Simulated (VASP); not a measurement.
# Ta2NbO2 (P-6m2) in VASP: single point with PBE

Aim: the single point of Ta2NbO2 with PBE.

Everything below comes from runs of VASP 6.6.1. Logs are shortened: lines on timing, memory, paths and dates and some standing lists are left out, and cuts for length are marked.

## Step 1: The cell of the first run

Symmetry: P-6m2, No. 187, hexagonal system. The conventional cell has a = 4.402 Å, b = 4.402 Å, c = 4.741 Å, α = 90.00°, β = 90.00°, γ = 120.00°. Ta (site symmetry -6m2) has 2 Ta at 2.37 Å and 6 O at 2.62 Å within 3.1 Å. Ta (site symmetry -6m2) has 2 Ta at 2.37 Å and 3 Nb at 2.54 Å and 6 O at 3.08 Å within 3.1 Å. Nb (site symmetry -6m2) has 2 O at 1.73 Å within 2.3 Å. Within 1.8 Å of O (site symmetry 3m) lie 1 O at 1.27 Å and 1 Nb at 1.73 Å.

The cell was generated, and may not be a known phase.

## Step 2: Single point, PBE

File INCAR:

```
SYSTEM = Ta2NbO2
  ALGO = Normal
  EDIFF = 1E-6
  ENCUT = 1340
  GGA = PE
  GGA_COMPAT = .FALSE.
  ISIF = 2
  ISMEAR = 0
  LASPH = .TRUE.
  LCHARG = .FALSE.
  LREAL = .FALSE.
  LWAVE = .FALSE.
  NBANDS = 34
  NELM = 120
  PREC = Accurate
  SIGMA = 0.1
```

File KPOINTS:

```
k-points
0
G
  6 6 4
  0 0 0
```

File POSCAR:

```
Ta2NbO2
1.0
    4.4021493500      0.0000000000      0.0000000000
   -2.2010746700      3.8123731700      0.0000000000
    0.0000000000      0.0000000000      4.7414765200
Ta Nb O
2 1 2
Direct
    0.0000000000      0.0000000000      0.5000000000
    0.0000000000      0.0000000000      0.0000000000
    0.3333333300      0.6666666700      0.0000000000
    0.3333333300      0.6666666700      0.3657937400
    0.3333333300      0.6666666700      0.6342062600
```

Potentials or basis: VASP PAW PBE potentials, release 64 (Ta_sv_GW, Nb_sv, O_h).

Run with:

```sh
$ cat potpaw_PBE.64/Ta_sv_GW/POTCAR potpaw_PBE.64/Nb_sv/POTCAR potpaw_PBE.64/O_h/POTCAR > POTCAR
$ mpirun -np 1 vasp_std > vasp.out
```

OUTCAR:

```text
SYSTEM = Ta2NbO2
   EDIFF = 1E-6
   ENCUT = 1340
   GGA = PE
   ISIF = 2
   ISMEAR = 0
   LASPH = .TRUE.
   LREAL = .FALSE.
   NELM = 120
   PREC = Accurate

 ion  position               nearest neighbor table
   1  0.000  0.000  0.500-   2 2.37   2 2.37
   2  0.000  0.000  0.000-   1 2.37   1 2.37   3 2.54   3 2.54   3 2.54
   3  0.333  0.667  0.000-   4 1.73   5 1.73   2 2.54   2 2.54   2 2.54
   4  0.333  0.667  0.366-   5 1.27   3 1.73
   5  0.333  0.667  0.634-   4 1.27   3 1.73

  LATTYP: Found a hexagonal cell.
 ALAT       =     4.4021493500
 C/A-ratio  =     1.0770821576

  Lattice vectors:

 A1 = (   4.4021493500,   0.0000000000,   0.0000000000)
 A2 = (  -2.2010746700,   3.8123731700,   0.0000000000)
 A3 = (   0.0000000000,   0.0000000000,   4.7414765200)

Analysis of symmetry for initial positions (statically):
=====================================================================
 Subroutine PRICEL returns:
 Original cell was already a primitive cell.

 Routine SETGRP: Setting up the symmetry group for a
 hexagonal supercell.

 Subroutine GETGRP returns: Found 12 space group operations
 (whereof 12 operations were pure point group operations)
 out of a pool of 24 trial point group operations.

The static configuration has the point symmetry D_3h.

Analysis of symmetry for dynamics (positions and initial velocities):
=====================================================================
 Subroutine PRICEL returns:
 Original cell was already a primitive cell.

 Routine SETGRP: Setting up the symmetry group for a
 hexagonal supercell.

 Subroutine GETGRP returns: Found 12 space group operations
 (whereof 12 operations were pure point group operations)
 out of a pool of 24 trial point group operations.

The dynamic configuration has the point symmetry D_3h.

 Subroutine INISYM returns: Found 12 space group operations
 (whereof 12 operations are pure point group operations),
 and found     1 'primitive' translations

----------------------------------------------------------------------------------------

                                     Primitive cell

  volume of cell :      79.5745

  direct lattice vectors                    reciprocal lattice vectors
     4.402149350  0.000000000  0.000000000     0.227161761  0.131151904  0.000000000
    -2.201074670  3.812373170  0.000000000     0.000000000  0.262303808  0.000000000
[... 88 lines left out ...]
   LREAL  =      F    real-space projection
   EDIFFG = 0.1E-04   stopping-criterion for IOM
   NSW    =      0    number of steps for IOM
   IBRION =     -1    ionic relax: 0-MD 1-quasi-New 2-CG
   NFREE  =      0    steps in history (QN), initial steepest desc. (CG)
   ISIF   =      2    stress and relaxation
   ISYM   =      2    0-nonsym 1-usesym 2-fastsym
   POTIM  = 0.5000    time-step for ionic-motion
   TEBEG  =    0.0;   TEEND  =   0.0 temperature during run
   PSTRESS=    0.0 pullay stress
   NELECT =      51.0000    total number of electrons
   NUPDOWN=      -1.0000    fix difference up-down
   EMIN   =  10.00;   EMAX   =-10.00  energy-range for DOS
   EFERMI =   0.00;   METHOD = LEGACY
   ISMEAR =     0;   SIGMA  =   0.10  broadening in eV -4-tet -1-fermi 0-gaus
   EFERMI_NEDOS =   21; number of points for ismear=-14 and -15
   IALGO  =     38    algorithm
   IMIX   =      4    mixing-type and parameters
     AMIX     =   0.40;   BMIX     =  1.00
     AMIX_MAG =   1.60;   BMIX_MAG =  1.00
  volume/ion in A,a.u.               =      15.91       107.40
  Fermi-wavevector in a.u.,A,eV,Ry     =   1.411476  2.667304 27.106420  1.992266
  Thomas-Fermi vector in A             =   2.533324
   LORBIT       =      0    0 simple, 1 ext, 2 COOP (PROOUT), +10 PAW based schemes
   GGA     = PE    functional components
   LHFCALC =     F    Hartree Fock is set to
   AEXX    =    0.0000 exact exchange contribution
   IVDW    =     0    specifies the selected vdW correction
   LEPSILON=     F    determine dielectric tensor
   LRPA    =     F    only Hartree local field effects (RPA)
 non-spin polarized calculation
 Gauss-broadening in eV      SIGMA  =   0.10
  energy-cutoff  :     1340.00
  volume of cell :       79.57
 maximum number of plane-waves:      8892
 NGX is ok and might be reduce to    54
   NGX = 27   NGY = 27   NGZ = 29

 number of electron      51.0000001 magnetization

 Free energy of the ion-electron system (eV)
  ---------------------------------------------------
  ext. energy  EPLUGINS =         0.00000000
  ---------------------------------------------------
  free energy    TOTEN  =       -39.40441717 eV

  energy without entropy =      -39.38392558  energy(sigma->0) =      -39.39417138

 E-fermi :   8.8095     XC(G=0): -11.3984

 val. band max:        8.8012352496   @ k =   0.3333   0.1667   0.0000
 cond. band min:       8.8213318940   @ k =   0.3333   0.1667   0.5000
 fundamental gap:      0.0200966444
 Fermi energy:         8.8094612478

 k-point     1 :       0.0000    0.0000    0.0000
  band No.  band energies     occupation
      1     -60.0721      2.00000
      2     -57.9813      2.00000
      3     -46.3189      2.00000
      4     -27.5448      2.00000
      5     -26.6842      2.00000
      6     -26.6842      2.00000
[... 766 lines left out ...]
     33      11.2815      0.00000
     34      11.8966      0.00000

------------------------ aborting loop because EDIFF is reached ----------------------------------------

  FORCE on cell =-STRESS in cart. coord.  units (eV):
  Direction    XX          YY          ZZ          XY          YZ          ZX
  --------------------------------------------------------------------------------------
  -------------------------------------------------------------------------------------
  Total       10.6075423     10.6075423     42.8383825      0.0000000     -0.0000000      0.0000000
  in kB      213.5755691    213.5755693    862.5213733      0.0000003     -0.0000000      0.0000000
  external PRESSURE =     429.8908372 kB  Pullay stress =       0.0000000 kB

 VOLUME and BASIS-vectors are now :
 -----------------------------------------------------------------------------
  energy-cutoff  :     1340.00
  volume of cell :       79.57
      direct lattice vectors                 reciprocal lattice vectors
     4.402149350  0.000000000  0.000000000     0.227161761  0.131151904  0.000000000
    -2.201074670  3.812373170  0.000000000     0.000000000  0.262303808  0.000000000
     0.000000000  0.000000000  4.741476520     0.000000000  0.000000000  0.210904767

 POSITION                                       TOTAL-FORCE (eV/Angst)
 -----------------------------------------------------------------------------------
      0.00000      0.00000      2.37074        -0.000000      0.000000      0.000000
      0.00000      0.00000      0.00000        -0.000000     -0.000000      0.000000
     -0.00000      2.54158      0.00000        -0.000000     -0.000000      0.000000
     -0.00000      2.54158      1.73440         0.000000     -0.000000      2.475148
     -0.00000      2.54158      3.00707         0.000000     -0.000000     -2.475148
 -----------------------------------------------------------------------------------
    total drift:                                0.000153     -0.000088      0.000000

  FREE ENERGIE OF THE ION-ELECTRON SYSTEM (eV)
  ---------------------------------------------------
  free  energy   TOTEN  =       -39.4044171719 eV

  energy  without entropy=      -39.3839255836  energy(sigma->0) =      -39.39417138
```

OSZICAR:

```text
N       E                     dE             d eps       ncg     rms          rms(c)
DAV:   1     0.103152616680E+04    0.10315E+04   -0.46971E+04  1428   0.313E+03
DAV:   2     0.789894954671E+02   -0.95254E+03   -0.91686E+03  1724   0.660E+02
DAV:   3    -0.359020387293E+02   -0.11489E+03   -0.10989E+03  2144   0.229E+02
DAV:   4    -0.435555736738E+02   -0.76535E+01   -0.74306E+01  2216   0.488E+01
DAV:   5    -0.440833330751E+02   -0.52776E+00   -0.52348E+00  2168   0.126E+01    0.132E+02
DAV:   6    -0.406222915583E+02    0.34610E+01   -0.29060E+01  1768   0.202E+01    0.931E+01
DAV:   7    -0.430546833118E+02   -0.24324E+01   -0.45517E+01  2170   0.248E+01    0.580E+01
DAV:   8    -0.399692035420E+02    0.30855E+01   -0.62110E+00  2308   0.140E+01    0.889E+00
DAV:   9    -0.394054752409E+02    0.56373E+00   -0.31320E+00  1880   0.747E+00    0.126E+01
DAV:  10    -0.394079317715E+02   -0.24565E-02   -0.15953E-01  1902   0.230E+00    0.741E+00
DAV:  11    -0.394046352554E+02    0.32965E-02   -0.47314E-02  2056   0.852E-01    0.514E+00
DAV:  12    -0.394055308816E+02   -0.89563E-03   -0.67634E-03  2032   0.573E-01    0.237E+00
DAV:  13    -0.394045772513E+02    0.95363E-03   -0.29665E-03  2128   0.258E-01    0.195E+00
DAV:  14    -0.394045840000E+02   -0.67487E-05   -0.43741E-04  2272   0.146E-01    0.390E-01
DAV:  15    -0.394044644888E+02    0.11951E-03   -0.18841E-04  1936   0.533E-02    0.244E-01
DAV:  16    -0.394044212336E+02    0.43255E-04   -0.12582E-04  1976   0.401E-02    0.158E-01
DAV:  17    -0.394044171272E+02    0.41064E-05   -0.27519E-05  2128   0.174E-02    0.930E-02
DAV:  18    -0.394044171719E+02   -0.44715E-07   -0.80282E-07  1068   0.544E-03
   1 F= -.39404417E+02 E0= -.39394171E+02  d E =-.204916E-01
```

stdout:

```text
POSCAR found type information on POSCAR TaNbO
 POSCAR found :  3 types and       5 ions
 scaLAPACK will be used
 LDA part: xc-table for (Slater+PW92), standard interpolation
 POSCAR, INCAR and KPOINTS ok, starting setup
 FFT: planning ... GRIDC
 FFT: planning ... GRID_SOFT
 FFT: planning ... GRID
 WAVECAR not read
 entering main loop
```

It took 6.7 min on 1 thread of Intel Xeon Platinum 8259CL at 2.50GHz (Skylake/Cascade Lake), shared host; peak memory 0.55 GiB.

Results:

* Free energy: -39.4044 eV
* Pressure: 43.0 GPa
* Largest force: 2.475 eV/Å
* Band gap on the k mesh: zero (an odd number of electrons rules out a gap without spin polarisation)

Forces in eV/Å, atoms in the order of the input:
```
Ta   0.000  0.000  0.000
Ta   0.000  0.000  0.000
Nb   0.000  0.000  0.000
O    0.000  0.000  2.475
O    0.000  0.000 -2.475
```

Caveat: the stress differs along the axes, from 21 to 86 GPa; spin-orbit coupling is left out, which moves the levels of the heavy elements; forces of over 1 eV/Å act on the atoms, so gaps and moduli don't describe the material at rest.

The gap in the log of VASP goes by the Fermi energy; the results here count the filled bands.